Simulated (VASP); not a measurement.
## Al2Au: single point with LDA

Al2Au:

```
Al Au
1.0
     0.02377    2.91891    2.95403
     2.99314    0.02637    2.95144
     3.04023    2.96341   -0.02072
Al Au
2 1
Direct
  0.23945 0.21717 0.25312
  0.77062 0.74201 0.73793
  0.98813 0.00234 0.03221
```

* Program: VASP 6.6.1
* Task: single point
* Functional: LDA
* Potentials or basis: VASP PAW LDA potentials, release 64 (Al, Au)
* Cutoff: 520 eV
* k mesh: 6 × 6 × 6
* Occupations: fermi-dirac, width 0.05 eV
* Spin: no spin polarisation
* Dipole correction: no
* Further INCAR settings: ALGO = Normal; EDIFF = 1e-06; NBANDS = 16

- Pressure: 4.3 GPa
- Largest force: 2.098 eV/Å

Forces on the atoms (eV/Å):
```
Al   1.128  0.819  0.964
Al   0.698  0.121 -0.535
Au  -1.826 -0.940 -0.429
```

Stress tensor (GPa, compression positive):
```
1.94 2.30 2.33
2.30 5.12 1.64
2.33 1.64 5.81
```

Levels at points of the mesh, in eV from the Fermi level:
```
           k point  band 5  band 6  band 7  band 8  band 9  band 10  band 11  band 12  band 13  band 14
(0.00, 0.00, 0.00)   -5.94   -5.89    2.11    2.48    2.92     3.15     3.93     4.03     4.37     5.38
(0.50, 0.00, 0.00)   -5.82   -5.76   -5.48    0.08    0.66     2.84     3.43     3.68     4.19     8.49
(0.00, 0.50, 0.00)   -5.84   -5.75   -5.50    0.07    0.62     2.83     3.40     3.70     4.25     8.61
(0.50, 0.50, 0.00)   -5.98   -5.60   -5.29   -2.35   -2.02     1.17     2.19     7.65     9.57    10.14
(0.00, 0.00, 0.50)   -5.91   -5.75   -5.70    0.10    0.70     3.22     3.71     4.07     4.40     8.65
(0.50, 0.00, 0.50)   -5.97   -5.58   -5.18   -2.31   -2.19     1.20     1.93     7.63     9.62    10.15
(0.00, 0.50, 0.50)   -6.08   -5.59   -5.19   -2.17   -2.04     1.51     2.08     7.72     9.73     9.98
(0.50, 0.50, 0.50)   -5.96   -5.85   -5.79    0.00    0.44     3.25     3.66     4.06     4.30     8.67
```

Wall time 23 s on 1 thread of Intel(R) Xeon(R) 6975P-C (Granite Rapids), with other jobs on the host, peak memory 0.21 GiB.

Caveat: spin-orbit coupling is left out, which moves the levels of the heavy elements; forces of over 1 eV/Å act on the atoms, so gaps and moduli don't describe the material at rest.
